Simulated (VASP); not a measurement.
# GaAs (F-43m) in VASP: further runs, part 2 of 3

VASP 6.6.1. The steps go on from the part before.

## 3. Relaxation of cell and atoms, PBEsol, target pressure -2 GPa, at which the enthalpy is minimised

This run uses another cell than the first one, of 22.64 Å³/atom.

INCAR reads:

```
SYSTEM = GaAs
PREC = Accurate
ENCUT = 600
EDIFF = 1E-6
ISMEAR = 0
SIGMA = 0.01
LREAL = .False.
LASPH = .True.
NELM = 100
ALGO = Normal
ISIF = 3
LWAVE = .False.
LCHARG = .False.
GGA = PS
IBRION = 2
NSW = 100
EDIFFG = -0.002
PSTRESS = -20.0
```

KPOINTS reads:

```
regular mesh
0
Gamma
  8 8 8
  0 0 0
```

POSCAR reads:

```
GaAs
1.0
    2.8291472884      2.8291472884      0.0000000000
   -2.8291472884      2.8291472884      0.0000000000
    0.0000000000      2.8291472884      2.8291472884
Ga As
1 1
Direct
    0.0000000000      0.0000000000      0.0000000000
    0.7500000000      0.2500000000      0.5000000000
```

Potentials or basis: VASP PAW PBE potentials, release 64 (Ga_d, As).

On the command line:

```
cat potpaw_PBE.64/Ga_d/POTCAR potpaw_PBE.64/As/POTCAR > POTCAR
mpirun -np 1 vasp_std > vasp.out
```

Wall time 38 s (1 thread of Intel Xeon 6975P-C (Granite Rapids), shared host); peak memory 0.19 GiB.

Results (log left out):

| Quantity | Value |
| --- | --- |
| Free energy | -9.0783 eV |
| Relaxed volume | 23.40 Å³/atom |
| Relaxed cell | a = 4.045 Å, b = 4.045 Å, c = 4.045 Å, α = 60.00°, β = 60.00°, γ = 90.00° |
| Space group after relaxing (to 0.1 Å) | F-43m (No. 216) |
| Energy change on relaxing (the run minimises the enthalpy) | +4.5 meV/atom |
| Ionic steps | 9 |
| Pressure after relaxing | -2.0 GPa |
| Band gap on the k mesh | 0.19 eV |

The path:
```
step  energy change (eV)  largest force (eV/Å)  pressure (GPa)  volume (Å³)
   1              0.0000                0.0000            0.14        45.29
   2              0.0161                0.0000           -2.59        47.30
   3              0.0092                0.0000           -1.94        46.82
   4              0.0097                0.0000           -2.09        46.86
   5              0.0087                0.0000           -1.95        46.78
   6              0.0091                0.0000           -2.02        46.81
   7              0.0090                0.0000           -1.96        46.80
   8              0.0090                0.0000           -2.04        46.81
   9              0.0090                0.0000           -2.01        46.81
```

Final structure:
```
Ga As
1.0
     2.86037    2.86037    0.00000
    -2.86037    2.86037    0.00000
     0.00000    2.86037    2.86037
Ga As
1 1
Direct
  0.00000 0.00000 0.00000
  0.75000 0.25000 0.50000
```

Levels at points of the mesh, in eV from the valence-band top:
```
           k point  band 6  band 7  band 8  band 9  band 10  band 11  band 12  band 13
(0.00, 0.00, 0.00)  -12.50    0.00    0.00    0.00     0.19     3.68     3.68     3.68
(0.50, 0.00, 0.00)  -10.83   -6.49   -1.10   -1.10     0.83     4.57     4.57     7.54
(0.50, 0.50, 0.00)  -10.13   -6.69   -2.58   -2.58     1.41     1.59     9.85     9.85
```

Caveat: the cell is relaxed towards a set pressure, so the run minimises the enthalpy, not the energy; the PAW data sets were made with another functional, which shifts forces and pressure a little. Zero-point motion and thermal expansion aren't in these numbers.

## 4. Relaxation of cell and atoms, PBEsol, target pressure 2 GPa, at which the enthalpy is minimised

This run uses another cell than the first one, of 22.64 Å³/atom.

INCAR reads:

```
SYSTEM = GaAs
PREC = Accurate ; ENCUT = 600
EDIFF = 1E-7 ; ISMEAR = 0
SIGMA = 0.01 ; LREAL = .FALSE.
LASPH = .TRUE. ; NELM = 100
ALGO = Normal ; ISIF = 3
LWAVE = .FALSE. ; LCHARG = .FALSE.
GGA = PS ; IBRION = 2
NSW = 100 ; EDIFFG = -0.002
PSTRESS = 20.0
```

KPOINTS reads:

```
Automatic mesh
0
G
  8 8 8
  0 0 0
```

POSCAR is that of step 3.

Potentials or basis: VASP PAW PBE potentials, release 64 (Ga_d, As).

On the command line:

```
cat potpaw_PBE.64/Ga_d/POTCAR potpaw_PBE.64/As/POTCAR > POTCAR
mpirun -np 1 vasp_std > vasp.out
```

OUTCAR:

```text
SYSTEM = GaAs
   PREC = Accurate
   ENCUT = 600
   EDIFF = 1E-7
   ISMEAR = 0
   LREAL = .FALSE.
   LASPH = .TRUE.
   NELM = 100
   ISIF = 3
   GGA = PS
   IBRION = 2
   NSW = 100
   EDIFFG = -0.002
   PSTRESS = 20.0

 ion  position               nearest neighbor table
   1  0.000  0.000  0.000-   2 2.45   2 2.45   2 2.45   2 2.45
   2  0.750  0.250  0.500-   1 2.45   1 2.45   1 2.45   1 2.45

  LATTYP: Found a face centered cubic cell.
 ALAT       =     5.6582945768

  Lattice vectors:

 A1 = (   0.0000000000,   2.8291472884,   2.8291472884)
 A2 = (   2.8291472884,   0.0000000000,   2.8291472884)
 A3 = (   2.8291472884,   2.8291472884,   0.0000000000)

Analysis of symmetry for initial positions (statically):
=====================================================================
 Subroutine PRICEL returns:
 Original cell was already a primitive cell.

 Routine SETGRP: Setting up the symmetry group for a
 face centered cubic supercell.

 Subroutine GETGRP returns: Found 24 space group operations
 (whereof 24 operations were pure point group operations)
 out of a pool of 48 trial point group operations.

The static configuration has the point symmetry T_d .

Analysis of symmetry for dynamics (positions and initial velocities):
=====================================================================
 Subroutine PRICEL returns:
 Original cell was already a primitive cell.

 Routine SETGRP: Setting up the symmetry group for a
 face centered cubic supercell.

 Subroutine GETGRP returns: Found 24 space group operations
 (whereof 24 operations were pure point group operations)
 out of a pool of 48 trial point group operations.

The dynamic configuration has the point symmetry T_d .

 Subroutine INISYM returns: Found 24 space group operations
 (whereof 24 operations are pure point group operations),
 and found     1 'primitive' translations

----------------------------------------------------------------------------------------

                                     Primitive cell

  volume of cell :      45.2894

  direct lattice vectors                    reciprocal lattice vectors
     2.829147288  2.829147288  0.000000000     0.176731697  0.176731697 -0.176731697
[... 122 lines left out ...]
 maximum number of plane-waves:      1540
   NGX = 15   NGY = 15   NGZ = 15

--------------------------------------- Ionic step        1  -------------------------------------------

 number of electron      18.0000011 magnetization

 Free energy of the ion-electron system (eV)
  ---------------------------------------------------
  ext. energy  EPLUGINS =         0.00000000
  ---------------------------------------------------
  free energy    TOTEN  =        -9.08734146 eV

  energy without entropy =       -9.08734146  energy(sigma->0) =       -9.08734146

------------------------ aborting loop because EDIFF is reached ----------------------------------------

  FORCE on cell =-STRESS in cart. coord.  units (eV):
  Direction    XX          YY          ZZ          XY          YZ          ZX
  --------------------------------------------------------------------------------------
  -------------------------------------------------------------------------------------
  Total        0.0381985      0.0381985      0.0381985      0.0000000      0.0000000      0.0000000
  in kB        1.3513246      1.3513246      1.3513246      0.0000000      0.0000000      0.0000000
  external PRESSURE =     -18.6486754 kB  Pullay stress =      20.0000000 kB
[... 25 lines left out ...]
--------------------------------------- Ionic step        2  -------------------------------------------

 number of electron      18.0000000 magnetization

 E-fermi :   4.2211     XC(G=0):  -9.9340

 val. band max:        4.1499162678   @ k =   0.0000   0.0000   0.0000
 cond. band min:       4.8776842649   @ k =   0.0000   0.0000   0.0000
 fundamental gap:      0.7277679971
 Fermi energy:         4.2210519080

 k-point     1 :       0.0000    0.0000    0.0000
  band No.  band energies     occupation
      1     -10.6972      2.00000
      2     -10.6972      2.00000
      3     -10.6972      2.00000
      4     -10.6078      2.00000
      5     -10.6078      2.00000
      6      -8.8685      2.00000
      7       4.1499      2.00000
      8       4.1499      2.00000
      9       4.1499      2.00000
     10       4.8777      0.00000
     11       7.8462      0.00000
     12       7.8462      0.00000
     13       7.8462      0.00000
[... 519 lines left out ...]
--------------------------------------- Ionic step        6  -------------------------------------------

 number of electron      18.0000006 magnetization

 Free energy of the ion-electron system (eV)
  ---------------------------------------------------
  ext. energy  EPLUGINS =         0.00000000
  ---------------------------------------------------
  free energy    TOTEN  =        -9.08029591 eV

  energy without entropy =       -9.08029591  energy(sigma->0) =       -9.08029591

 E-fermi :   4.1131     XC(G=0):  -9.8707

 val. band max:        4.0140549193   @ k =   0.0000   0.0000   0.0000
 cond. band min:       4.6347809043   @ k =   0.0000   0.0000   0.0000
 fundamental gap:      0.6207259850
 Fermi energy:         4.1131087219

 k-point     1 :       0.0000    0.0000    0.0000
  band No.  band energies     occupation
      1     -10.8047      2.00000
      2     -10.8047      2.00000
      3     -10.8047      2.00000
      4     -10.7191      2.00000
      5     -10.7191      2.00000
      6      -8.8991      2.00000
      7       4.0141      2.00000
      8       4.0141      2.00000
      9       4.0141      2.00000
     10       4.6348      0.00000
     11       7.7079      0.00000
     12       7.7079      0.00000
     13       7.7079      0.00000
[... 401 lines left out ...]
  energy  without entropy=       -9.0802959107  energy(sigma->0) =       -9.08029591

  enthalpy is  TOTEN    =        -8.5285583362 eV   P V=        0.5517375745

 reached required accuracy - stopping structural energy minimisation
```

OSZICAR:

```text
N       E                     dE             d eps       ncg     rms          rms(c)
DAV:   1     0.861732711239E+02    0.86173E+02   -0.99550E+03   762   0.205E+03
DAV:   2    -0.237149837580E+01   -0.88545E+02   -0.85052E+02   809   0.360E+02
DAV:   3    -0.916898212201E+01   -0.67975E+01   -0.67567E+01   944   0.801E+01
DAV:   4    -0.928515142323E+01   -0.11617E+00   -0.11613E+00   868   0.115E+01
[... 40 lines left out ...]
   5 F= -.85285577E+01 E0= -.85285577E+01  d E =-.237836E-06
       N       E                     dE             d eps       ncg     rms          rms(c)
DAV:   1    -0.908029641007E+01    0.31110E-04   -0.64660E-06   974   0.531E-02    0.430E-03
DAV:   2    -0.908029599448E+01    0.41558E-06   -0.72758E-07   879   0.213E-02    0.199E-03
DAV:   3    -0.908029591073E+01    0.83759E-07   -0.11732E-07   377   0.755E-03
   6 F= -.85285583E+01 E0= -.85285583E+01  d E =-.899336E-06
```

CONTCAR:

```text
GaAs
   1.00000000000000
     2.8062587821242659    2.8062587821242659   -0.0000000000000000
    -2.8062587821242659    2.8062587821242659   -0.0000000000000000
     0.0000000000000000    2.8062587821242659    2.8062587821242659
  Ga              As
     1     1
Direct
     0.0000000000000000    0.0000000000000000    1.0000000000000000
     0.7500000000000000    0.2500000000000000    0.5000000000000000

  0.00000000E+00  0.00000000E+00  0.00000000E+00
  0.00000000E+00  0.00000000E+00  0.00000000E+00
```

It took 27 s on 1 thread of Intel Xeon 6975P-C (Granite Rapids), shared host; peak memory 0.19 GiB.

What came out:

- Free energy: -9.0803 eV
- Relaxed volume: 22.10 Å³/atom
- Relaxed cell: a = 3.969 Å, b = 3.969 Å, c = 3.969 Å, α = 60.00°, β = 60.00°, γ = 90.00°
- Space group after relaxing (to 0.1 Å): F-43m (No. 216)
- Energy change on relaxing (the run minimises the enthalpy): +3.5 meV/atom
- Ionic steps: 6
- Pressure after relaxing: 2.0 GPa
- Band gap on the k mesh: 0.62 eV

The path:
| step | energy change (eV) | largest force (eV/Å) | pressure (GPa) | volume (Å³) |
| --- | --- | --- | --- | --- |
| 1 | 0.0000 | 0.0000 | 0.14 | 45.29 |
| 2 | 0.0167 | 0.0000 | 3.09 | 43.58 |
| 3 | 0.0073 | 0.0000 | 2.02 | 44.18 |
| 4 | 0.0070 | 0.0000 | 1.96 | 44.20 |
| 5 | 0.0070 | 0.0000 | 1.95 | 44.20 |
| 6 | 0.0070 | 0.0000 | 1.99 | 44.20 |

Final structure:
```
CELL_PARAMETERS angstrom
2.80626 2.80626 0.00000
-2.80626 2.80626 0.00000
0.00000 2.80626 2.80626
ATOMIC_POSITIONS crystal
Ga 0.00000 0.00000 0.00000
As 0.75000 0.25000 0.50000
```

Caveat: the cell is relaxed towards a set pressure, so the run minimises the enthalpy, not the energy; the PAW data sets were made with another functional, which shifts forces and pressure a little. A k mesh can miss the band edges.

(Continued in part 3 of 3.)
